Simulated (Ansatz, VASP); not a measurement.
**Sb2Au: VASP beside Ansatz**

INCAR

```
SYSTEM = Sb2Au
ALGO     = Normal         ! electronic algorithm
EDIFF    = 1E-6           ! SCF threshold, eV
ENCUT    = 520            ! plane-wave cutoff, eV
GGA      = CA             ! functional
ISIF     = 2              ! what is computed and relaxed
ISMEAR   = -1             ! smearing method
LASPH    = .TRUE.         ! aspherical terms in the spheres
LCHARG   = .FALSE.        ! write CHGCAR
LREAL    = .FALSE.        ! projectors in reciprocal space
LWAVE    = .FALSE.        ! write WAVECAR
NBANDS   = 18             ! bands
NELM     = 80             ! most SCF steps
PREC     = Accurate       ! precision mode
SIGMA    = 0.08           ! smearing width, eV
```

File KPOINTS:

```
k-points
0
G
  9 9 9
  0 0 0
```

POSCAR

```
Sb2Au
1.0
    0.0000000000      3.3280000000      3.3945600000
    3.3280000000      0.0000000000      3.3945600000
    3.3280000000      3.3280000000      0.0000000000
Sb Au
2 1
Direct
    0.2500000000      0.2500000000      0.2500000000
    0.7500000000      0.7500000000      0.7500000000
    0.0000000000      0.0000000000      0.0000000000
```

Input for Ansatz:

```yaml
crystal:
  lattice:
    - [0.0, 3.328, 3.39456]
    - [3.328, 0.0, 3.39456]
    - [3.328, 3.328, 0.0]
  atoms:
    - { symbol: Sb, position: [0.25, 0.25, 0.25] }
    - { symbol: Sb, position: [0.75, 0.75, 0.75] }
    - { symbol: Au, position: [0.0, 0.0, 0.0] }
kpoints:
  mp_grid: { grid: [9, 9, 9] }
  band_path:
    path:
      - [0.0, 0.0, 0.0]
      - [0.0, 0.5, 0.5]
      - [0.25, 0.75, 0.5]
      - [0.0, 0.5, 0.0]
      - [0.0, 0.0, 0.0]
      - [0.5, 0.5, 0.0]
      - [0.3701460977, 0.6298539023, 0.0]
      - [-0.3701460977, 0.3701460977, 0.0]
      - [0.0, 0.0, 0.0]
    npoints: 5
scf:
  occupations: { method: fermi_dirac, width: 0.08 }
hamiltonian:
  xc: lda
  pseudopotentials: { kind: all_electron, lapw: { basis_error: 0.001 } }
output:
  forces: true
  stress: true
  eigenvalues: true
```

Change from the starting cell: zz strain of +2 %.

Alike in both runs: task single point; functional LDA; k mesh 9 × 9 × 9; occupations fermi-dirac, width 0.08 eV; no spin polarisation.

|  | VASP | Ansatz |
| --- | --- | --- |
| version | VASP 6.6.1 | Ansatz 0.2.0 |
| potentials or method | VASP PAW LDA potentials, release 64 (Sb, Au), cutoff 520 eV | all-electron LAPW, scalar-relativistic |

```tsv
	VASP	Ansatz	Ansatz less VASP
pressure (GPa)	1.2	1.0	-0.18
traceless stress, the component that is largest in VASP (GPa)	-0.39	-0.40	-0.016
```

LDA's correlation is that of Perdew and Zunger in VASP and of Perdew and Wang (1992) in Ansatz. Ansatz ran all-electron here, and VASP with PAW potentials.

Spin-orbit coupling is off throughout.
